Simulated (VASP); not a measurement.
# TePb (P1) in VASP: single point with PBE

Aim: the single point of TePb with PBE.

Program: VASP 6.6.1. These are calculated values, not measurements. Logs are shortened: lines on timing, memory, paths and dates and some standing lists are left out, and cuts for length are marked.

## (1) The cell of the first run

The typed cell holds 16 atoms: a = 9.243 Å, b = 9.243 Å, c = 9.243 Å, α = 60.00°, β = 60.00°, γ = 60.00°.

## (2) Single point, PBE

Contents of INCAR:

```
PREC = Accurate ; ENCUT = 520
EDIFF = 1E-6 ; ISMEAR = -1
SIGMA = 0.039 ; LREAL = Auto
LASPH = True ; NELM = 100
ALGO = Normal ; ISIF = 2
LWAVE = False ; LCHARG = False
GGA = PE ; NBANDS = 94
```

Contents of KPOINTS:

```
regular mesh
0
Gamma
  2 2 2
```

Contents of POSCAR:

```
TePb
1.0
    0.0000000000      6.5356737040      6.5356737040
    6.5356737040      0.0000000000      6.5356737040
    6.5356737040      6.5356737040      0.0000000000
Pb Te
8 8
Direct
    0.0115021042      0.0036801103     -0.0044840060
   -0.0173020419     -0.0118016143      0.4930256078
    0.0050647418      0.5004993591      0.0062329458
   -0.0192050591      0.4980773440      0.5101553644
    0.4767699768      0.0165731958      0.0128418284
    0.4933010958      0.0086364471      0.4979400973
    0.4980534750      0.4955929789     -0.0081358101
    0.4906854511      0.5053596843      0.5074694898
    0.2580234382      0.2419588357      0.2532972231
    0.2690405886      0.2253186996      0.7583648946
    0.2462847096      0.7731794347      0.2471856113
    0.2589287006      0.7455002683      0.7487810319
    0.7430865156      0.2674379229      0.2520710296
    0.7479827974      0.2567163809      0.7609689108
    0.7435758301      0.7449649754      0.2714421007
    0.7518719909      0.7651667183      0.7091887095
```

Potentials or basis: VASP PAW PBE potentials, release 64 (Pb_d, Te).

Run with:

```
$ cat potpaw_PBE.64/Pb_d/POTCAR potpaw_PBE.64/Te/POTCAR > POTCAR
$ mpirun -np 1 vasp_std > vasp.out
```

OUTCAR:

```text
PREC = Accurate
   ENCUT = 520
   EDIFF = 1E-6
   ISMEAR = -1
   LREAL = Auto
   LASPH = True
   NELM = 100
   ISIF = 2
   GGA = PE

 ion  position               nearest neighbor table
   1  0.012  0.004  0.996-  10 3.14  11 3.18  14 3.26  12 3.30  13 3.40  15 3.44
   2  0.983  0.988  0.493-  16 2.97  11 3.03  13 3.16   9 3.47  12 3.48  14 3.52
   3  0.005  0.500  0.006-  13 3.24  12 3.26   9 3.27  15 3.33  10 3.42  16 3.60
   4  0.981  0.498  0.510-  16 3.06  14 3.10  15 3.11   9 3.36  10 3.51  11 3.53
   5  0.477  0.017  0.013-  10 3.04   9 3.05  11 3.10  14 3.35  15 3.44  16 3.64
   6  0.493  0.009  0.498-  16 3.08  10 3.13   9 3.14  15 3.21  12 3.25  13 3.33
[... 8 lines left out ...]
  15  0.744  0.745  0.271-   4 3.11   6 3.21   8 3.22   3 3.33   5 3.44   1 3.44
  16  0.752  0.765  0.709-   2 2.97   4 3.06   6 3.08   7 3.43   3 3.60   5 3.64

  LATTYP: Found a face centered cubic cell.
 ALAT       =    13.0713474080

  Lattice vectors:

 A1 = (   0.0000000000,   6.5356737040,   6.5356737040)
 A2 = (   6.5356737040,   0.0000000000,   6.5356737040)
 A3 = (   6.5356737040,   6.5356737040,   0.0000000000)

Analysis of symmetry for initial positions (statically):
=====================================================================
 Subroutine PRICEL returns:
 Original cell was already a primitive cell.

 Routine SETGRP: Setting up the symmetry group for a
 face centered cubic supercell.

 Subroutine GETGRP returns: Found  1 space group operations
 (whereof  1 operations were pure point group operations)
 out of a pool of 48 trial point group operations.

The static configuration has the point symmetry C_1 .

Analysis of symmetry for dynamics (positions and initial velocities):
=====================================================================
 Subroutine PRICEL returns:
 Original cell was already a primitive cell.

 Routine SETGRP: Setting up the symmetry group for a
 face centered cubic supercell.

 Subroutine GETGRP returns: Found  1 space group operations
 (whereof  1 operations were pure point group operations)
 out of a pool of 48 trial point group operations.

The dynamic configuration has the point symmetry C_1 .

 Subroutine INISYM returns: Found  1 space group operations
 (whereof  1 operations are pure point group operations),
 and found     1 'primitive' translations

----------------------------------------------------------------------------------------

                                     Primitive cell

  volume of cell :     558.3430

  direct lattice vectors                    reciprocal lattice vectors
     0.000000000  6.535673704  6.535673704    -0.076503207  0.076503207  0.076503207
     6.535673704  0.000000000  6.535673704     0.076503207 -0.076503207  0.076503207
     6.535673704  6.535673704  0.000000000     0.076503207  0.076503207 -0.076503207

  length of vectors
     9.242838391  9.242838391  9.242838391     0.132507442  0.132507442  0.132507442

  position of ions in fractional coordinates (direct lattice)
     0.011502104  0.003680110  0.995515994
     0.982697958  0.988198386  0.493025608
     0.005064742  0.500499359  0.006232946
     0.980794941  0.498077344  0.510155364
     0.476769977  0.016573196  0.012841828
     0.493301096  0.008636447  0.497940097
[... 8 lines left out ...]
     0.743575830  0.744964975  0.271442101
     0.751871991  0.765166718  0.709188709

  ion indices of the primitive-cell ions
   primitive index   ion index
                 1           1
                 2           2
                 3           3
                 4           4
                 5           5
                 6           6
[... 8 lines left out ...]
                15          15
                16          16

----------------------------------------------------------------------------------------

 KPOINTS: regular mesh

Automatic generation of k-mesh.
 Grid dimensions read from file:
 generate k-points for:    2    2    2

 Generating k-lattice:

  Cartesian coordinates                     Fractional coordinates (reciprocal lattice)
    -0.038251604  0.038251604  0.038251604     0.500000000  0.000000000  0.000000000
     0.038251604 -0.038251604  0.038251604     0.000000000  0.500000000  0.000000000
     0.038251604  0.038251604 -0.038251604     0.000000000  0.000000000  0.500000000

  Length of vectors
     0.066253721  0.066253721  0.066253721

  Shift w.r.t. Gamma in fractional coordinates (k-lattice)
     0.000000000  0.000000000  0.000000000

 Subroutine IBZKPT returns following result:
 ===========================================

 Found      8 irreducible k-points:

 Following reciprocal coordinates:
            Coordinates               Weight
  0.000000  0.000000  0.000000      1.000000
  0.500000  0.000000  0.000000      1.000000
  0.000000  0.500000  0.000000      1.000000
  0.000000  0.000000  0.500000      1.000000
  0.500000  0.500000  0.500000      1.000000
  0.500000  0.500000  0.000000      1.000000
  0.000000  0.500000  0.500000      1.000000
  0.500000  0.000000  0.500000      1.000000
   k-points           NKPTS =      8   k-points in BZ     NKDIM =      8   number of bands    NBANDS=     94
   number of dos      NEDOS =    301   number of ions     NIONS =     16
   total plane-waves  NPLWV = 343000
   dimension x,y,z NGX =    70 NGY =   70 NGZ =   70
   dimension x,y,z NGXF=   140 NGYF=  140 NGZF=  140
   ions per type =               8   8
   NGX,Y,Z   is equivalent  to a cutoff of  12.59, 12.59, 12.59 a.u.
   NGXF,Y,Z  is equivalent  to a cutoff of  25.18, 25.18, 25.18 a.u.
 SYSTEM =  unknown system
   PREC   = accura    normal or accurate (medium, high low for compatibility)
   ISTART =      0    job   : 0-new  1-cont  2-samecut
   ICHARG =      2    charge: 1-file 2-atom 10-const
   ISPIN  =      1    spin polarized calculation?
   LNONCOLLINEAR =      F non collinear calculations
   LSORBIT =      F    spin-orbit coupling
   LASPH  =      T    aspherical Exc in radial PAW
   ENCUT  =  520.0 eV  38.22 Ry    6.18 a.u.  17.19 17.19 17.19*2*pi/ulx,y,z
   NELM   =    100;   NELMIN=  2; NELMDL= -5     # of ELM steps
   EDIFF  = 0.1E-05   stopping-criterion for ELM
   LREAL  =      T    real-space projection
   EDIFFG = 0.1E-04   stopping-criterion for IOM
   NSW    =      0    number of steps for IOM
   IBRION =     -1    ionic relax: 0-MD 1-quasi-New 2-CG
   NFREE  =      0    steps in history (QN), initial steepest desc. (CG)
   ISIF   =      2    stress and relaxation
   ISYM   =      2    0-nonsym 1-usesym 2-fastsym
   POTIM  = 0.5000    time-step for ionic-motion
   TEBEG  =    0.0;   TEEND  =   0.0 temperature during run
   PSTRESS=    0.0 pullay stress
   NELECT =     160.0000    total number of electrons
   NUPDOWN=      -1.0000    fix difference up-down
   EMIN   =  10.00;   EMAX   =-10.00  energy-range for DOS
   EFERMI =   0.00;   METHOD = LEGACY
   ISMEAR =    -1;   SIGMA  =   0.04  broadening in eV -4-tet -1-fermi 0-gaus
   EFERMI_NEDOS =   21; number of points for ismear=-14 and -15
   IALGO  =     38    algorithm
   IMIX   =      4    mixing-type and parameters
     AMIX     =   0.40;   BMIX     =  1.00
     AMIX_MAG =   1.60;   BMIX_MAG =  1.00
  volume/ion in A,a.u.               =      34.90       235.49
  Fermi-wavevector in a.u.,A,eV,Ry     =   1.079314  2.039608 15.849680  1.164919
  Thomas-Fermi vector in A             =   2.215276
   LORBIT       =      0    0 simple, 1 ext, 2 COOP (PROOUT), +10 PAW based schemes
   GGA     = PE    functional components
   LHFCALC =     F    Hartree Fock is set to
   AEXX    =    0.0000 exact exchange contribution
   IVDW    =     0    specifies the selected vdW correction
   LEPSILON=     F    determine dielectric tensor
   LRPA    =     F    only Hartree local field effects (RPA)
 non-spin polarized calculation
  energy-cutoff  :      520.00
  volume of cell :      558.34
 maximum number of plane-waves:     15065
 NGX is ok and might be reduce to    70
   NGX = 35   NGY = 35   NGZ = 35

 number of electron     159.9999999 magnetization

 Free energy of the ion-electron system (eV)
  ---------------------------------------------------
  ext. energy  EPLUGINS =         0.00000000
  ---------------------------------------------------
  free energy    TOTEN  =       -59.57933692 eV

  energy without entropy =      -59.57932876  energy(sigma->0) =      -59.57933284

 E-fermi :   5.5977     XC(G=0):  -9.1296

 val. band max:        5.1748164371   @ k =   0.0000   0.0000   0.0000
 cond. band min:       6.0256804518   @ k =   0.0000   0.0000   0.0000
 fundamental gap:      0.8508640147
 Fermi energy:         5.5976860424

 k-point     1 :       0.0000    0.0000    0.0000
  band No.  band energies     occupation
      1     -11.6234      2.00000
      2     -11.6160      2.00000
      3     -11.6073      2.00000
      4     -11.5957      2.00000
      5     -11.5919      2.00000
      6     -11.5455      2.00000
[... 84 lines left out ...]
     91       6.8351      0.00000
     92       6.8400      0.00000

 k-point     2 :       0.5000    0.0000    0.0000
  band No.  band energies     occupation
      1     -11.6222      2.00000
      2     -11.6138      2.00000
      3     -11.6070      2.00000
      4     -11.5953      2.00000
      5     -11.5913      2.00000
      6     -11.5421      2.00000
[... 559 lines left out ...]
     91       7.5769      0.00000
     92       8.1435      0.00000

 k-point     8 :       0.5000    0.0000    0.5000
  band No.  band energies     occupation
      1     -11.6220      2.00000
      2     -11.6145      2.00000
      3     -11.6067      2.00000
      4     -11.5951      2.00000
      5     -11.5919      2.00000
      6     -11.5424      2.00000
[... 84 lines left out ...]
     91       7.5107      0.00000
     92       8.0847      0.00000
 [bands above 92 left out]

------------------------ aborting loop because EDIFF is reached ----------------------------------------

  FORCE on cell =-STRESS in cart. coord.  units (eV):
  Direction    XX          YY          ZZ          XY          YZ          ZX
  --------------------------------------------------------------------------------------
  -------------------------------------------------------------------------------------
  Total        5.9622722      5.4869655      4.9050436      0.4013049     -0.1259245      0.0893421
  in kB       17.1088691     15.7449661     14.0751285      1.1515530     -0.3613431      0.2563691
  external PRESSURE =      15.6429879 kB  Pullay stress =       0.0000000 kB

 VOLUME and BASIS-vectors are now :
 -----------------------------------------------------------------------------
  energy-cutoff  :      520.00
  volume of cell :      558.34
      direct lattice vectors                 reciprocal lattice vectors
     0.000000000  6.535673704  6.535673704    -0.076503207  0.076503207  0.076503207
     6.535673704  0.000000000  6.535673704     0.076503207 -0.076503207  0.076503207
     6.535673704  6.535673704  0.000000000     0.076503207  0.076503207 -0.076503207

 POSITION                                       TOTAL-FORCE (eV/Angst)
 -----------------------------------------------------------------------------------
      6.53042      6.58154      0.09923         0.058930     -0.162022     -0.319855
      9.68080      9.64485     12.88114         0.374565      0.114924      0.466361
      3.31184      0.07384      3.30420         0.142466     -0.124119     -0.087770
      6.58948      9.74436      9.66543        -0.106064      0.036821      0.148360
      0.19225      3.19994      3.22433        -0.357933      0.420000      0.074817
      3.31082      6.47843      3.28050        -0.097216     -0.010382      0.020964
[... 8 lines left out ...]
      6.64290      6.63383      9.72862        -0.535921     -0.127705      0.202247
      9.63591      9.54902      9.91487         0.448094      0.849694     -0.597298
 -----------------------------------------------------------------------------------
    total drift:                               -0.014971      0.003736     -0.004679

  FREE ENERGIE OF THE ION-ELECTRON SYSTEM (eV)
  ---------------------------------------------------
  free  energy   TOTEN  =       -59.5793369242 eV

  energy  without entropy=      -59.5793287615  energy(sigma->0) =      -59.57933284
```

It took 8.6 min on 1 thread of Intel Xeon Platinum 8488C (Sapphire Rapids), shared host; peak memory 0.8 GiB.

What came out:

```yaml
Free_energy: -59.5793 eV
Pressure: 1.6 GPa
Largest_force: 1.131 eV/Å
Band_gap_on_the_k_mesh: 0.85 eV
```

Forces in eV/Å, atoms in the order of the input:
```
Pb   0.059 -0.162 -0.320
Pb   0.375  0.115  0.466
Pb   0.142 -0.124 -0.088
Pb  -0.106  0.037  0.148
Pb  -0.358  0.420  0.075
Pb  -0.097 -0.010  0.021
Pb   0.197  0.078 -0.083
Pb  -0.175 -0.041  0.109
Te   0.193 -0.576  0.194
Te   0.470 -0.502  0.149
Te  -0.426  0.290 -0.286
Te   0.381 -0.211  0.005
Te  -0.294  0.029  0.025
Te  -0.274 -0.065 -0.020
Te  -0.536 -0.128  0.202
Te   0.448  0.850 -0.597
```

Caveat: the atoms stand as in a frame of molecular dynamics; the structure was generated, so it needn't be the stable form of TePb; spin-orbit coupling is left out, which moves the levels of the heavy elements; forces of over 1 eV/Å act on the atoms, so gaps and moduli don't describe the material at rest.
